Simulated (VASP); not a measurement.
Crystal: Lu.

```
CELL_PARAMETERS angstrom
3.19000 0.00000 0.00000
0.00000 3.19000 0.00000
0.00000 0.00000 3.19000
ATOMIC_POSITIONS crystal
Lu 0.00000 0.00000 0.00000
```

- Program: VASP 6.6.1
- Task: relaxation of cell and atoms
- Functional: LDA
- Potentials or basis: VASP PAW PBE potentials, release 64 (Lu)
- Cutoff: 600 eV
- k mesh: 6 × 6 × 6
- Occupations: gaussian, width 0.05 eV
- Spin: no spin polarisation

At the start: pressure -2.6 GPa; volume 32.46 Å³/atom.

Q: How do energy, volume and symmetry change on relaxing?

A: Over 19 steps the energy falls by 68.6 meV/atom and the volume is 27.31 Å³/atom (-15.9 %); space group Pm-3m (No. 221, to 0.05 Å).

Step by step:
```tsv
step	energy change (eV)	largest force (eV/Å)	pressure (GPa)	volume (Å³)
1	0.0000	0.0000	-2.64	32.46
2	-0.0435	0.0000	-2.27	30.01
3	0.0255	0.0000	8.15	23.40
4	-0.0662	0.0000	-0.55	28.16
5	-0.0681	0.0000	-0.46	27.67
6	-0.0516	0.0000	3.35	25.48
7	-0.0686	0.0000	0.13	27.38
8	-0.0685	0.0000	-0.17	27.48
9	-0.0685	0.0000	-0.28	27.47
10	-0.0685	0.0000	-0.28	27.45
11	-0.0685	0.0000	-0.17	27.45
12	-0.0685	0.0000	-0.13	27.45
13	-0.0685	0.0000	-0.21	27.45
14	-0.0685	0.0000	-0.22	27.45
15	-0.0685	0.0000	-0.23	27.44
16	-0.0685	0.0000	-0.23	27.43
17	-0.0685	0.0000	-0.26	27.42
18	-0.0686	0.0000	-0.14	27.38
19	-0.0686	0.0000	-0.06	27.31
```

Final structure:
```xyz
1
Lattice="3.0114 0.0000 0.0000 0.0000 3.0114 0.0000 0.0000 0.0000 3.0114" Properties=species:S:1:pos:R:3 pbc="T T T"
Lu    0.0000    0.0000    0.0000
```

Caveat: the volume moved by over 15 % at a fixed basis, so the end points are rough; the PAW data sets were made with another functional, which shifts forces and pressure a little.
